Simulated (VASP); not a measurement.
# RbBr: single point with PBE

RbBr:

```
Rb Br
1.0
     0.03911    3.46083    3.46083
     3.46083    0.03911    3.46083
     3.49993    3.49993    0.00000
Rb Br
1 1
Direct
  0.00000 0.00000 0.00000
  0.50000 0.50000 0.50000
```

This cell differs from its parent crystal: shear xy strain +2.3%.

| Quantity | Value |
| --- | --- |
| Program | VASP 6.6.1 |
| Task | single point |
| Functional | PBE |
| Potentials or basis | VASP PAW PBE potentials, release 64 (Rb_sv, Br) |
| Cutoff | 520 eV |
| k mesh | 6 × 6 × 6 |
| Occupations | fermi-dirac, width 0.02 eV |
| Spin | no spin polarisation |

```
Pressure               : 0.6 GPa
Band gap on the k mesh : 4.27 eV
```

Stress tensor (GPa, compression positive):
```
 0.56 -0.09  0.00
-0.09  0.56  0.00
 0.00  0.00  0.56
```

Levels at points of the mesh, in eV from the valence-band top:
| k point | band 5 | band 6 | band 7 | band 8 | band 9 | band 10 | band 11 | band 12 |
| --- | --- | --- | --- | --- | --- | --- | --- | --- |
| (0.00, 0.00, 0.00) | -8.57 | -0.04 | -0.02 | 0.00 | 4.27 | 7.17 | 7.25 | 7.34 |
| (0.50, 0.00, 0.00) | -8.54 | -0.96 | -0.38 | -0.35 | 6.72 | 7.62 | 9.34 | 9.47 |
| (0.50, 0.50, 0.00) | -8.63 | -0.48 | -0.20 | -0.15 | 5.62 | 7.00 | 9.03 | 9.13 |
| (0.00, 0.00, 0.50) | -8.52 | -0.96 | -0.35 | -0.32 | 6.71 | 7.56 | 9.29 | 9.42 |
| (0.50, 0.00, 0.50) | -8.63 | -0.49 | -0.18 | -0.18 | 5.62 | 7.00 | 9.03 | 9.12 |

It took 41 s on 1 thread of Oxide Virtual Turin-like Processor, on a shared host, peak memory 0.2 GiB.

Caveat: the cell differs from its parent crystal (shear xy strain +2.3%).
